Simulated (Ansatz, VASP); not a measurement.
InO in VASP and in Ansatz

The input INCAR:

```
SYSTEM = InO
ALGO = Normal ; EDIFF = 1E-6
ENCUT = 600 ; GGA = PE
GGA_COMPAT = .False. ; ISIF = 2
ISMEAR = 0 ; IVDW = 12
LASPH = .True. ; LCHARG = .True.
LELF = .True. ; LREAL = .False.
LVHAR = .True. ; LWAVE = .False.
NBANDS = 27 ; NELM = 120
PREC = Accurate ; SIGMA = 0.05
```

The input KPOINTS:

```
k-points
0
Gamma
  12 12 4
  0 0 0
```

Contents of POSCAR:

```
InO
1.0
    3.4767723608      0.0000000000      0.0000000000
   -1.7383861804      3.0109731876      0.0000000000
    0.0000000000      0.0000000000     15.4264321991
In O
2 2
Direct
    0.6666666667      0.3333333333      0.5895266171
    0.6666666667      0.3333333333      0.4104733829
    0.0000000000      0.0000000000      0.6398766426
    0.0000000000      0.0000000000      0.3601233574
```

Input for Ansatz:

```yaml
crystal:
  lattice:
    - [3.4767723608, 0.0, 0.0]
    - [-1.7383861804, 3.0109731876, 0.0]
    - [0.0, 0.0, 15.4264321991]
  atoms:
    - { symbol: In, position: [0.6666666667, 0.3333333333, 0.5895266171] }
    - { symbol: In, position: [0.6666666667, 0.3333333333, 0.4104733829] }
    - { symbol: O, position: [0.0, 0.0, 0.6398766426] }
    - { symbol: O, position: [0.0, 0.0, 0.3601233574] }
basis:
  ecutwfc: 420
kpoints:
  mp_grid: { grid: [12, 12, 4] }
hamiltonian:
  xc: pbe
  dispersion: d3bj
scf:
  occupations: { method: gaussian, width: 0.05 }
output:
  forces: true
  stress: true
  eigenvalues: true
  write_density: true
  write_potential: true
  elf: true
  volumetric_format: npy
```

Alike in both runs: task single point; functional PBE; dispersion D3(BJ); k mesh 12 × 12 × 4; occupations gaussian, width 0.05 eV; no spin polarisation.

|  | VASP | Ansatz |
| --- | --- | --- |
| version | VASP 6.6.1 | Ansatz 0.2.0 |
| potentials or method | VASP PAW PBE potentials, release 64 (In_d, O), cutoff 600 eV | scalar-relativistic, plane waves, PAW |
| valence electrons in the cell | 38 | 38 |

```csv
,VASP,Ansatz,Ansatz less VASP
gap on the k mesh at the Fermi level (eV),0.51,0.53,+0.014
least direct gap on the mesh (eV),1.09,1.10,+0.010
rms of the force components (eV/Å),0.183,0.197,+0.0138
```

Atom by atom the forces differ by 0.019 eV/Å (rms over components). Ansatz's warnings: xc potential rough in thin density.
